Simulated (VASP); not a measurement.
Runs of VASP 6.6.1 on Mo. The structure is that of space group Immm (No. 71), or close to it. The cells are those of the table. 

| cell | further INCAR settings | gap on the mesh (eV) | pressure (GPa) |
| --- | --- | --- | --- |
| a = 2.758 Å, angles 120.3, 96.0, 113.0°, 1 atom | ALGO = Fast; EDIFF = 1e-06; NBANDS = 13 | none | (b) |
| a = 2.757 Å, angles 121.7, 97.5, 110.1°, 1 atom | ALGO = Fast; EDIFF = 1e-07; NBANDS = 13 | none | 12.7 |
| a = 2.746 Å, angles 117.6, 101.5, 109.7°, 1 atom | ALGO = Fast; EDIFF = 1e-06; NBANDS = 13 | none | (a) |
| a = 2.758 Å, angles 123.1, 99.2, 107.1°, 1 atom | ALGO = Fast; EDIFF = 1e-07; NBANDS = 13 | none | 15.1 |
| a = 2.748 Å, angles 118.0, 110.2, 100.7°, 1 atom | ALGO = Fast; EDIFF = 1e-06; NBANDS = 13 | none | 7.1 |
| a = 2.754 Å, angles 122.0, 106.3, 100.9°, 1 atom | ALGO = Fast; EDIFF = 1e-07; NBANDS = 13 | none | 12.7 |
| a = 2.748 Å, angles 109.4, 101.1, 118.4°, 1 atom | ALGO = Fast; EDIFF = 1e-06; NBANDS = 13 | none | 7.3 |

Alike in all rows: task single point; level PBE; potentials or basis VASP PAW PBE potentials, release 64 (Mo_sv); no spin polarisation; k mesh 20 × 20 × 20; cutoff (eV) 520; smearing gaussian 0.15 eV.

Question: Estimate the missing entries.

Answer: (a) 6.4; (b) 11.4.

A k mesh can miss the band edges, and the runs leave out spin-orbit coupling on Mo.

A gap of «none» marks levels without a gap at the run's occupations.
